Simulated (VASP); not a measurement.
# CeZn (Pm-3m) in VASP: relaxation of cell and atoms with LDA

Aim: the relaxation of cell and atoms of CeZn with LDA.

Everything below comes from runs of VASP 6.6.1. Logs are shortened: lines on timing, memory, paths and dates and some standing lists are left out, and cuts for length are marked.

## 1. The cell of the first run

Symmetry: Pm-3m, No. 221, cubic system. Conventional cell: a = 3.700 Å, b = 3.700 Å, c = 3.700 Å, α = 90.00°, β = 90.00°, γ = 90.00°. Within 4.2 Å of Ce (site symmetry m-3m) lie 8 Zn at 3.20 Å and 6 Ce at 3.70 Å. Within 4.2 Å of Zn (site symmetry m-3m) lie 8 Ce at 3.20 Å and 6 Zn at 3.70 Å.

## 2. Relaxation of cell and atoms, LDA, collinear spin, ferromagnetic start

The input, INCAR:

```
PREC = Accurate
ENCUT = 600
EDIFF = 1E-7
ISMEAR = -1
SIGMA = 0.05
LREAL = F
LASPH = T
NELM = 150
ALGO = Normal
ISIF = 3
LWAVE = F
LCHARG = F
ISPIN = 2
MAGMOM = 1 0
LORBIT = 11
LMAXMIX = 6
GGA = CA
IBRION = 2
NSW = 100
EDIFFG = -0.005
```

The input, KPOINTS:

```
regular mesh
0
Gamma
  9 9 9
```

The input, POSCAR:

```
CeZn
1.0
    3.7000000000      0.0000000000      0.0000000000
    0.0000000000      3.7000000000      0.0000000000
    0.0000000000      0.0000000000      3.7000000000
Ce Zn
1 1
Direct
    0.5000000000      0.5000000000      0.5000000000
    0.0000000000      0.0000000000      0.0000000000
```

Potentials or basis: VASP PAW LDA potentials, release 64 (Ce, Zn).

The run is started by

```sh
cat potpaw_LDA.64/Ce/POTCAR potpaw_LDA.64/Zn/POTCAR > POTCAR
mpirun -np 1 vasp_std > vasp.out
```

OUTCAR:

```text
PREC = Accurate
   ENCUT = 600
   EDIFF = 1E-7
   ISMEAR = -1
   LREAL = F
   LASPH = T
   NELM = 150
   ISIF = 3
   ISPIN = 2
   LORBIT = 11
   GGA = CA
   IBRION = 2
   NSW = 100
   EDIFFG = -0.005

 ion  position               nearest neighbor table
   1  0.500  0.500  0.500-
   2  0.000  0.000  0.000-

  LATTYP: Found a simple cubic cell.
 ALAT       =     3.7000000000

  Lattice vectors:

 A1 = (   3.7000000000,   0.0000000000,   0.0000000000)
 A2 = (   0.0000000000,   3.7000000000,   0.0000000000)
 A3 = (   0.0000000000,   0.0000000000,   3.7000000000)

Analysis of symmetry for initial positions (statically):
=====================================================================
 Subroutine PRICEL returns:
 Original cell was already a primitive cell.

 Routine SETGRP: Setting up the symmetry group for a
 simple cubic supercell.

 Subroutine GETGRP returns: Found 48 space group operations
 (whereof 48 operations were pure point group operations)
 out of a pool of 48 trial point group operations.

The static configuration has the point symmetry O_h .

Analysis of symmetry for dynamics (positions and initial velocities):
=====================================================================
 Subroutine PRICEL returns:
 Original cell was already a primitive cell.

 Routine SETGRP: Setting up the symmetry group for a
 simple cubic supercell.

 Subroutine GETGRP returns: Found 48 space group operations
 (whereof 48 operations were pure point group operations)
 out of a pool of 48 trial point group operations.

The dynamic configuration has the point symmetry O_h .

Analysis of structural, dynamic, and magnetic symmetry:
=====================================================================
 Subroutine PRICEL returns:
 Original cell was already a primitive cell.

 Routine SETGRP: Setting up the symmetry group for a
 simple cubic supercell.

 Subroutine GETGRP returns: Found 48 space group operations
 (whereof 48 operations were pure point group operations)
 out of a pool of 48 trial point group operations.

The overall configuration has the point symmetry O_h .

 Subroutine INISYM returns: Found 48 space group operations
 (whereof 48 operations are pure point group operations),
 and found     1 'primitive' translations

[... 105 lines left out ...]
   NELECT =      24.0000    total number of electrons
   NUPDOWN=      -1.0000    fix difference up-down
   EMIN   =  10.00;   EMAX   =-10.00  energy-range for DOS
   EFERMI =   0.00;   METHOD = LEGACY
   ISMEAR =    -1;   SIGMA  =   0.05  broadening in eV -4-tet -1-fermi 0-gaus
   EFERMI_NEDOS =   21; number of points for ismear=-14 and -15
   IALGO  =     38    algorithm
   IMIX   =      4    mixing-type and parameters
     AMIX     =   0.40;   BMIX     =  1.00
     AMIX_MAG =   1.60;   BMIX_MAG =  1.00
  volume/ion in A,a.u.               =      25.33       170.91
  Fermi-wavevector in a.u.,A,eV,Ry     =   1.276273  2.411806 22.162153  1.628872
  Thomas-Fermi vector in A             =   2.408938
   LORBIT       =     11    0 simple, 1 ext, 2 COOP (PROOUT), +10 PAW based schemes
   GGA     = CA    functional components
   LHFCALC =     F    Hartree Fock is set to
   AEXX    =    0.0000 exact exchange contribution
   IVDW    =     0    specifies the selected vdW correction
   LEPSILON=     F    determine dielectric tensor
   LRPA    =     F    only Hartree local field effects (RPA)
 conjugate gradient relaxation of ions
 spin polarized calculation
  energy-cutoff  :      600.00
  volume of cell :       50.65
 maximum number of plane-waves:      1743
 NGX is ok and might be reduce to    30
   NGX = 15   NGY = 15   NGZ = 15

--------------------------------------- Ionic step        1  -------------------------------------------

 number of electron      23.9999999 magnetization       0.7008753

 Free energy of the ion-electron system (eV)
  ---------------------------------------------------
  ext. energy  EPLUGINS =         0.00000000
  ---------------------------------------------------
  free energy    TOTEN  =        -8.73255415 eV

  energy without entropy =       -8.66476917  energy(sigma->0) =       -8.69866166

------------------------ aborting loop because EDIFF is reached ----------------------------------------

  FORCE on cell =-STRESS in cart. coord.  units (eV):
  Direction    XX          YY          ZZ          XY          YZ          ZX
  --------------------------------------------------------------------------------------
  -------------------------------------------------------------------------------------
  Total       -2.2733153     -2.2733153     -2.2733153      0.0000000      0.0000000     -0.0000000
  in kB      -71.9059934    -71.9059934    -71.9059934      0.0000000      0.0000000     -0.0000000
  external PRESSURE =     -71.9059934 kB  Pullay stress =       0.0000000 kB
[... 61 lines left out ...]
--------------------------------------- Ionic step        3  -------------------------------------------

 number of electron      24.0000020 magnetization      -0.0000126

 Free energy of the ion-electron system (eV)
  ---------------------------------------------------
  ext. energy  EPLUGINS =         0.00000000
  ---------------------------------------------------
  free energy    TOTEN  =        -8.93011715 eV

  energy without entropy =       -8.89499079  energy(sigma->0) =       -8.91255397

 E-fermi :   6.4124     XC(G=0): -11.4602

 val. band max:        6.4059858458   @ k =   0.3333   0.3333   0.0000
 cond. band min:       6.4190717663   @ k =   0.4444   0.1111   0.0000
 fundamental gap:      0.0130859205
 Fermi energy:         6.4124075169

 spin component 1

 k-point     1 :       0.0000    0.0000    0.0000
  band No.  band energies     occupation
      1     -28.0001      1.00000
      2     -10.3417      1.00000
      3     -10.3417      1.00000
      4     -10.3417      1.00000
      5      -0.8974      1.00000
      6      -0.8974      1.00000
[... 459 lines left out ...]
      6      -0.7770      1.00000
[... 9 lines left out ...]
     16       6.8382      0.00020
     17       6.9935      0.00001

 [... further k-points ...]

 spin component 2

 k-point     1 :       0.0000    0.0000    0.0000
  band No.  band energies     occupation
      1     -28.0001      1.00000
      2     -10.3417      1.00000
      3     -10.3417      1.00000
      4     -10.3417      1.00000
      5      -0.8974      1.00000
      6      -0.8974      1.00000
[... 500 lines left out ...]
  FREE ENERGIE OF THE ION-ELECTRON SYSTEM (eV)
  ---------------------------------------------------
  free  energy   TOTEN  =        -8.9301171541 eV

  energy  without entropy=       -8.8949907878  energy(sigma->0) =       -8.91255397

 reached required accuracy - stopping structural energy minimisation

 total charge

# of ion       s       p       d       f       tot
--------------------------------------------------
    1        2.071   5.637   1.015   1.030   9.753
    2        0.744   0.441   9.701   0.000  10.886
--------------------------------------------------
tot          2.815   6.078  10.716   1.030  20.639

 magnetization (x)

# of ion       s       p       d       f       tot
--------------------------------------------------
    1        0.000   0.000   0.000  -0.000  -0.000
    2        0.000   0.000   0.000   0.000   0.000
--------------------------------------------------
tot          0.000   0.000   0.000  -0.000  -0.000
```

OSZICAR:

```text
N       E                     dE             d eps       ncg     rms          rms(c)
DAV:   1     0.178208589005E+03    0.17821E+03   -0.11923E+04  2380   0.195E+03
DAV:   2     0.109950119936E+02   -0.16721E+03   -0.16330E+03  3372   0.293E+02
[... 61 lines left out ...]
DAV:   8    -0.893020496043E+01   -0.15972E-04   -0.79761E-05  4077   0.751E-02    0.560E-01
DAV:   9    -0.893015205959E+01    0.52901E-04   -0.92337E-05  3575   0.446E-02    0.404E-01
DAV:  10    -0.893013485850E+01    0.17201E-04   -0.24396E-05  4074   0.236E-02    0.309E-01
DAV:  11    -0.893011997781E+01    0.14881E-04   -0.50771E-05  3344   0.290E-02    0.114E-01
DAV:  12    -0.893011726242E+01    0.27154E-05   -0.16646E-05  4468   0.169E-02    0.425E-02
DAV:  13    -0.893011715677E+01    0.10564E-06   -0.10113E-06  3460   0.453E-03    0.142E-02
DAV:  14    -0.893011715411E+01    0.26662E-08   -0.81956E-08  1405   0.127E-03
   3 F= -.89301172E+01 E0= -.89125540E+01  d E =-.197563E+00  mag=    -0.0000
```

CONTCAR:

```text
CeZn
   1.00000000000000
     3.5083584101776348    0.0000000000000000   -0.0000000000000000
     0.0000000000000000    3.5083584101776348   -0.0000000000000000
     0.0000000000000000    0.0000000000000000    3.5083584101776348
  Ce              Zn
     1     1
Direct
     0.5000000000000000    0.5000000000000000    0.5000000000000000
     0.0000000000000000    0.0000000000000000    0.0000000000000000

  0.00000000E+00  0.00000000E+00  0.00000000E+00
  0.00000000E+00  0.00000000E+00  0.00000000E+00
```

It took 2.8 min on 1 thread of Intel Xeon 6975P-C (Granite Rapids), shared host; peak memory 0.24 GiB.

Results:

| Quantity | Value |
| --- | --- |
| Free energy | -8.9301 eV |
| Relaxed volume | 21.59 Å³/atom |
| Relaxed cell | a = 3.508 Å, b = 3.508 Å, c = 3.508 Å, α = 90.00°, β = 90.00°, γ = 90.00° |
| Space group after relaxing (to 0.1 Å) | Pm-3m (No. 221) |
| Energy gained by relaxing | 98.8 meV/atom |
| Ionic steps | 3 |
| Pressure after relaxing | 0.0 GPa |
| Band gap on the k mesh | zero (filled and empty bands overlap) |
| Net moment | 0.00 μB per cell |
| Valence electrons inside the program's atomic spheres | Ce 9.75; Zn 10.89 |

The path:
| step | energy change (eV) | largest force (eV/Å) | pressure (GPa) | volume (Å³) |
| --- | --- | --- | --- | --- |
| 1 | 0.0000 | 0.0000 | -7.19 | 50.65 |
| 2 | -0.1967 | 0.0000 | 0.69 | 42.77 |
| 3 | -0.1976 | 0.0000 | 0.01 | 43.18 |

Final structure:
```
CELL_PARAMETERS angstrom
3.50836 0.00000 0.00000
0.00000 3.50836 0.00000
0.00000 0.00000 3.50836
ATOMIC_POSITIONS crystal
Ce 0.50000 0.50000 0.50000
Zn 0.00000 0.00000 0.00000
```

Levels at points of the mesh, in eV from the Fermi level:
Spin up:
```
           k point  band 10  band 11  band 12  band 13  band 14  band 15
(0.00, 0.00, 0.00)    -6.50    -0.55    -0.55     0.33     0.33     0.33
```
Spin down:
```tsv
k point	band 8	band 9	band 10	band 11	band 12	band 13	band 14	band 15	band 16	band 17
(0.00, 0.00, 0.00)	-7.07	-7.07	-6.50	-0.55	-0.55	0.33	0.33	0.33	0.34	0.34
```

Caveat: the magnetic or orbital state may not be the lowest; the moments typed at the start vanished in this run; spin-orbit coupling is left out, which moves the levels of the heavy elements; semilocal functionals describe open f shells poorly, which spoils levels, moments and volumes.
